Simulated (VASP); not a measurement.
Here is a VASP 6.6.1 calculation.

File POSCAR:

```
Sb
1.0
   -1.8587811731      1.8587811731      1.8587811731
    1.8587811731     -1.8587811731      1.8587811731
    1.8587811731      1.8587811731     -1.8587811731
Sb
1
Direct
    0.0000000000      0.0000000000      0.0000000000
```

Contents of INCAR.step1:

```
PREC     = Accurate       # precision mode
ENCUT    = 520            # plane-wave cutoff, eV
ISMEAR   = -1             # smearing method
SIGMA    = 0.05           # smearing width, eV
LREAL    = False          # projectors in reciprocal space
LASPH    = True           # aspherical terms in the spheres
NELM     = 60             # most SCF steps
NBANDS   = 8              # bands
GGA      = PE             # functional
ALGO     = Normal         # electronic algorithm
EDIFF    = 1E-4           # SCF threshold, eV
LWAVE    = True           # write WAVECAR
LCHARG   = False          # write CHGCAR
```

File INCAR.step2:

```
PREC     = Accurate       # precision mode
ENCUT    = 520            # plane-wave cutoff, eV
EDIFF    = 1E-7           # SCF threshold, eV
ISMEAR   = -1             # smearing method
SIGMA    = 0.05           # smearing width, eV
LREAL    = False          # projectors in reciprocal space
LASPH    = True           # aspherical terms in the spheres
NELM     = 60             # most SCF steps
ALGO     = Normal         # electronic algorithm
ISIF     = 2              # what is computed and relaxed
LWAVE    = False          # write WAVECAR
LCHARG   = False          # write CHGCAR
METAGGA  = R2SCAN         # meta-GGA
LMIXTAU  = True         
NBANDS   = 8              # bands
ISTART   = 1
```

KPOINTS

```
Automatic mesh
0
Gamma
  10 10 10
```

Potentials or basis: VASP PAW PBE potentials, release 64 (Sb).

Launch:

```sh
$ cat potpaw_PBE.64/Sb/POTCAR > POTCAR
$ cp INCAR.step1 INCAR
$ mpirun -np 1 vasp_std > vasp.out
$ cp INCAR.step2 INCAR
$ mpirun -np 1 vasp_std > vasp.out
```

Task: Estimate the pressure.

Result: 3.9 GPa.

Caveat: the PAW data sets were made with another functional, which shifts forces and pressure a little.
